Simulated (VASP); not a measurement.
# Ga (Im-3m) in VASP: density of states with PBE

Aim: the density of states of Ga with PBE.

Everything below comes from runs of VASP 6.6.1. Logs are shortened: lines on timing, memory, paths and dates and some standing lists are left out, and cuts for length are marked.

## (1) The cell of the first run

It takes space group Im-3m (No. 229, cubic). The conventional cell has a = 2.548 Å, b = 2.548 Å, c = 2.548 Å, α = 90.00°, β = 90.00°, γ = 90.00°. Within 2.9 Å of Ga (site symmetry m-3m) lie 14 Ga at 2.21 to 2.55 Å.

## (2) Density of states, PBE (volume scaled by 0.43)

POSCAR reads:

```
Ga
1.0
   -1.2739367101      1.2739367101      1.2739367101
    1.2739367101     -1.2739367101      1.2739367101
    1.2739367101      1.2739367101     -1.2739367101
Ga
1
Direct
    0.0000000000      0.0000000000      0.0000000000
```

INCAR.step1 reads:

```
SYSTEM = Ga
PREC = Accurate
ENCUT = 520
EDIFF = 1E-6
ISMEAR = -1
SIGMA = 0.08
LREAL = .FALSE.
LASPH = .TRUE.
NELM = 60
ALGO = Normal
ISIF = 2
LWAVE = .FALSE.
LCHARG = .TRUE.
GGA = PE
NBANDS = 12
```

KPOINTS.step1 reads:

```
regular mesh
0
G
  16 16 16
  0 0 0
```

INCAR.step2 reads:

```
SYSTEM = Ga
PREC = Accurate
ENCUT = 520
EDIFF = 1E-6
ISMEAR = -5
SIGMA = 0.08
LREAL = .FALSE.
LASPH = .TRUE.
NELM = 60
ALGO = Normal
ISIF = 2
LWAVE = .FALSE.
LCHARG = .FALSE.
GGA = PE
LORBIT = 10
NEDOS = 2001
ICHARG = 11
```

KPOINTS.step2 reads:

```
regular mesh
0
G
  24 24 24
  0 0 0
```

Potentials or basis: VASP PAW PBE potentials, release 64 (Ga_d).

Launch:

```console
$ cat potpaw_PBE.64/Ga_d/POTCAR > POTCAR
$ cp INCAR.step1 INCAR
$ cp KPOINTS.step1 KPOINTS
$ mpirun -np 1 vasp_std > vasp.out
$ cp INCAR.step2 INCAR
$ cp KPOINTS.step2 KPOINTS
$ mpirun -np 1 vasp_std > vasp.out
```

OUTCAR:

```text
SYSTEM = Ga
   PREC = Accurate
   ENCUT = 520
   EDIFF = 1E-6
   ISMEAR = -5
   LREAL = .FALSE.
   LASPH = .TRUE.
   NELM = 60
   ISIF = 2
   GGA = PE
   LORBIT = 10
   ICHARG = 11

 ion  position               nearest neighbor table
   1  0.000  0.000  0.000-

  LATTYP: Found a body centered cubic cell.
 ALAT       =     2.5478734202

  Lattice vectors:

 A1 = (  -1.2739367101,   1.2739367101,   1.2739367101)
 A2 = (   1.2739367101,  -1.2739367101,   1.2739367101)
 A3 = (   1.2739367101,   1.2739367101,  -1.2739367101)

Analysis of symmetry for initial positions (statically):
=====================================================================
 Subroutine PRICEL returns:
 Original cell was already a primitive cell.

 Routine SETGRP: Setting up the symmetry group for a
 body centered cubic supercell.

 Subroutine GETGRP returns: Found 48 space group operations
 (whereof 48 operations were pure point group operations)
 out of a pool of 48 trial point group operations.

The static configuration has the point symmetry O_h .

Analysis of symmetry for dynamics (positions and initial velocities):
=====================================================================
 Subroutine PRICEL returns:
 Original cell was already a primitive cell.

 Routine SETGRP: Setting up the symmetry group for a
 body centered cubic supercell.

 Subroutine GETGRP returns: Found 48 space group operations
 (whereof 48 operations were pure point group operations)
 out of a pool of 48 trial point group operations.

The dynamic configuration has the point symmetry O_h .

 Subroutine INISYM returns: Found 48 space group operations
 (whereof 48 operations are pure point group operations),
 and found     1 'primitive' translations

----------------------------------------------------------------------------------------

                                     Primitive cell

  volume of cell :       8.2700

  direct lattice vectors                    reciprocal lattice vectors
    -1.273936710  1.273936710  1.273936710     0.000000000  0.392484176  0.392484176
     1.273936710 -1.273936710  1.273936710     0.392484176  0.000000000  0.392484176
     1.273936710  1.273936710 -1.273936710     0.392484176  0.392484176  0.000000000

  length of vectors
     2.206523108  2.206523108  2.206523108     0.555056445  0.555056445  0.555056445

  position of ions in fractional coordinates (direct lattice)
     0.000000000  0.000000000  0.000000000

  ion indices of the primitive-cell ions
   primitive index   ion index
                 1           1

----------------------------------------------------------------------------------------

 KPOINTS: regular mesh

Automatic generation of k-mesh.
 Grid dimensions read from file:
 generate k-points for:   24   24   24

 Generating k-lattice:

  Cartesian coordinates                     Fractional coordinates (reciprocal lattice)
     0.000000000  0.016353507  0.016353507     0.041666667  0.000000000  0.000000000
     0.016353507  0.000000000  0.016353507     0.000000000  0.041666667  0.000000000
     0.016353507  0.016353507  0.000000000     0.000000000  0.000000000  0.041666667

  Length of vectors
     0.023127352  0.023127352  0.023127352

  Shift w.r.t. Gamma in fractional coordinates (k-lattice)
     0.000000000  0.000000000  0.000000000

 TETIRR: Found  16469 inequivalent tetrahedra from    82944

 Subroutine IBZKPT returns following result:
 ===========================================

 Found    413 irreducible k-points:

 Following reciprocal coordinates:
            Coordinates               Weight
  0.000000  0.000000  0.000000      1.000000
  0.041667  0.000000  0.000000     12.000000
  0.083333  0.000000  0.000000     12.000000
  0.125000  0.000000  0.000000     12.000000
  0.166667  0.000000  0.000000     12.000000
  0.208333  0.000000  0.000000     12.000000
[... 16 lines left out ...]
  0.416667  0.041667 -0.000000     48.000000
  0.458333  0.041667 -0.000000     48.000000
 [... further k-points ...]
   k-points           NKPTS =    413   k-points in BZ     NKDIM =    413   number of bands    NBANDS=     10
   number of dos      NEDOS =   2001   number of ions     NIONS =      1
   total plane-waves  NPLWV =   4096
   dimension x,y,z NGX =    16 NGY =   16 NGZ =   16
   dimension x,y,z NGXF=    32 NGYF=   32 NGZF=   32
   ions per type =               1
   NGX,Y,Z   is equivalent  to a cutoff of  12.05, 12.05, 12.05 a.u.
   NGXF,Y,Z  is equivalent  to a cutoff of  24.11, 24.11, 24.11 a.u.
 SYSTEM =  Ga
   PREC   = accura    normal or accurate (medium, high low for compatibility)
   ISTART =      0    job   : 0-new  1-cont  2-samecut
   ICHARG =     11    charge: 1-file 2-atom 10-const
   ISPIN  =      1    spin polarized calculation?
   LNONCOLLINEAR =      F non collinear calculations
   LSORBIT =      F    spin-orbit coupling
   LASPH  =      T    aspherical Exc in radial PAW
   ENCUT  =  520.0 eV  38.22 Ry    6.18 a.u.   4.10  4.10  4.10*2*pi/ulx,y,z
   NELM   =     60;   NELMIN=  2; NELMDL=  0     # of ELM steps
   EDIFF  = 0.1E-05   stopping-criterion for ELM
   LREAL  =      F    real-space projection
   EDIFFG = 0.1E-04   stopping-criterion for IOM
   NSW    =      0    number of steps for IOM
   IBRION =     -1    ionic relax: 0-MD 1-quasi-New 2-CG
   NFREE  =      0    steps in history (QN), initial steepest desc. (CG)
   ISIF   =      2    stress and relaxation
   ISYM   =      2    0-nonsym 1-usesym 2-fastsym
   POTIM  = 0.5000    time-step for ionic-motion
   TEBEG  =    0.0;   TEEND  =   0.0 temperature during run
   PSTRESS=    0.0 pullay stress
   NELECT =      13.0000    total number of electrons
   NUPDOWN=      -1.0000    fix difference up-down
   EMIN   =  10.00;   EMAX   =-10.00  energy-range for DOS
   EFERMI =   0.00;   METHOD = LEGACY
   ISMEAR =    -5;   SIGMA  =   0.08  broadening in eV -4-tet -1-fermi 0-gaus
   EFERMI_NEDOS =   21; number of points for ismear=-14 and -15
   IALGO  =     38    algorithm
   IMIX   =      4    mixing-type and parameters
     AMIX     =   0.40;   BMIX     =  1.00
     AMIX_MAG =   1.60;   BMIX_MAG =  1.00
  volume/ion in A,a.u.               =       8.27        55.81
  Fermi-wavevector in a.u.,A,eV,Ry     =   1.903508  3.597109 49.298584  3.623344
  Thomas-Fermi vector in A             =   2.941923
   LORBIT       =     10    0 simple, 1 ext, 2 COOP (PROOUT), +10 PAW based schemes
   GGA     = PE    functional components
   LHFCALC =     F    Hartree Fock is set to
   AEXX    =    0.0000 exact exchange contribution
   IVDW    =     0    specifies the selected vdW correction
   LEPSILON=     F    determine dielectric tensor
   LRPA    =     F    only Hartree local field effects (RPA)
 non-spin polarized calculation
 Fermi weights with tetrahedron method with Bloechl corrections
  energy-cutoff  :      520.00
  volume of cell :        8.27
 maximum number of plane-waves:       236

 number of electron      13.0000014 magnetization

 Free energy of the ion-electron system (eV)
  ---------------------------------------------------
  ext. energy  EPLUGINS =         0.00000000
  ---------------------------------------------------
  free energy    TOTEN  =         1.85294253 eV

  energy without entropy =        1.85294253  energy(sigma->0) =        1.85294253

 E-fermi :  17.8343     XC(G=0): -15.9105

 val. band max:       17.8658382219   @ k =  -0.3750   0.5000   0.2500
 cond. band min:      17.7034085123   @ k =   0.2500   0.2500   0.1667
 fundamental gap:     -0.1624297096
 Fermi energy:        17.8343459377

 k-point     1 :       0.0000    0.0000    0.0000
  band No.  band energies     occupation
      1      -2.9415      2.00000
      2      -0.2571      2.00000
      3      -0.2571      2.00000
      4      -0.2571      2.00000
      5       0.8113      2.00000
      6       0.8113      2.00000
      7      40.3688      0.00000
      8      40.3688      0.00000
      9      40.3690      0.00000
     10      44.7647      0.00000

 k-point     2 :       0.0417    0.0000    0.0000
  band No.  band energies     occupation
      1      -2.8570      2.00000
      2      -0.2685      2.00000
      3      -0.2546      2.00000
      4      -0.2296      2.00000
      5       0.8001      2.00000
      6       0.8120      2.00000
      7      39.3661      0.00000
      8      40.1337      0.00000
      9      40.1613      0.00000
     10      43.5262      0.00000

 k-point     3 :       0.0833    0.0000    0.0000
  band No.  band energies     occupation
      1      -2.6082      2.00000
      2      -0.3016      2.00000
      3      -0.2452      2.00000
      4      -0.1483      2.00000
      5       0.7698      2.00000
      6       0.8141      2.00000
      7      36.9417      0.00000
      8      39.3981      0.00000
      9      39.5545      0.00000
     10      41.6398      0.00000

 k-point     4 :       0.1250    0.0000    0.0000
  band No.  band energies     occupation
      1      -2.2135      2.00000
      2      -0.3541      2.00000
      3      -0.2180      2.00000
      4      -0.0174      2.00000
      5       0.7304      2.00000
      6       0.8179      2.00000
      7      34.0507      0.00000
      8      38.1718      0.00000
      9      38.8336      0.00000
     10      39.8004      0.00000
[... 222 lines left out ...]
 k-point    22 :       0.3750    0.0417    0.0000
  band No.  band energies     occupation
      1      -1.3204      2.00000
      2      -0.8314      2.00000
      3       0.7290      2.00000
      4       0.8608      2.00000
      5       1.2886      2.00000
      6       5.3594      2.00000
      7      16.5880      2.02409
      8      30.4474      0.00000
      9      31.5162      0.00000
     10      36.2462      0.00000

 k-point    23 :       0.4167    0.0417   -0.0000
  band No.  band energies     occupation
      1      -1.3867      2.00000
      2      -0.8722      2.00000
      3       0.7523      2.00000
      4       0.8665      2.00000
      5       1.4193      2.00000
      6       6.8157      2.00000
      7      14.5512      2.00001
      8      30.0497      0.00000
      9      31.0782      0.00000
     10      36.0429      0.00000

 k-point    24 :       0.4583    0.0417   -0.0000
  band No.  band energies     occupation
      1      -1.4222      2.00000
      2      -0.8932      2.00000
      3       0.7655      2.00000
      4       0.8688      2.00000
      5       1.4877      2.00000
      6       7.9661      2.00000
      7      13.1118      2.00000
      8      29.8464      0.00000
      9      30.8592      0.00000
     10      35.9417      0.00000

 [... further k-points ...]
[... 5 lines left out ...]
  --------------------------------------------------------------------------------------
  -------------------------------------------------------------------------------------
  Total       15.9296341     15.9296341     15.9296341      0.0000000      0.0000000     -0.0000000
  in kB     3086.1201761   3086.1201761   3086.1201761      0.0000000      0.0000000     -0.0000000
  external PRESSURE =    3086.1201761 kB  Pullay stress =       0.0000000 kB

 VOLUME and BASIS-vectors are now :
 -----------------------------------------------------------------------------
  energy-cutoff  :      520.00
  volume of cell :        8.27
      direct lattice vectors                 reciprocal lattice vectors
    -1.273936710  1.273936710  1.273936710     0.000000000  0.392484176  0.392484176
     1.273936710 -1.273936710  1.273936710     0.392484176  0.000000000  0.392484176
     1.273936710  1.273936710 -1.273936710     0.392484176  0.392484176  0.000000000

 POSITION                                       TOTAL-FORCE (eV/Angst)
 -----------------------------------------------------------------------------------
      0.00000      0.00000      0.00000        -0.000000     -0.000000      0.000000
 -----------------------------------------------------------------------------------
    total drift:                                0.000000      0.000000     -0.000000

  FREE ENERGIE OF THE ION-ELECTRON SYSTEM (eV)
  ---------------------------------------------------
  free  energy   TOTEN  =         1.8529425260 eV

  energy  without entropy=        1.8529425260  energy(sigma->0) =        1.85294253

 total charge

# of ion       s       p       d       tot
------------------------------------------
    1        1.106   1.479  10.400  12.984
```

Wall time 52 s (1 thread of Intel Xeon 8259CL, shared host); peak memory 0.17 GiB.

Results:

```
Valence electrons inside the program's atomic spheres : Ga 12.98
```

Levels at points of the mesh, in eV from the Fermi level:
```
           k point  band 3  band 4  band 5  band 6  band 7  band 8  band 9  band 10
(0.00, 0.00, 0.00)  -18.09  -18.09  -17.02  -17.02   22.53   22.53   22.53    26.93
(0.50, 0.00, 0.00)  -17.06  -16.95  -16.30   -9.79   -4.98   12.98   13.13    17.33
(0.50, 0.50, 0.50)  -16.47  -16.47  -16.47    1.21    1.21    1.21    6.80     6.80
```

Caveat: tetrahedron occupations give inexact forces and stress in metals.
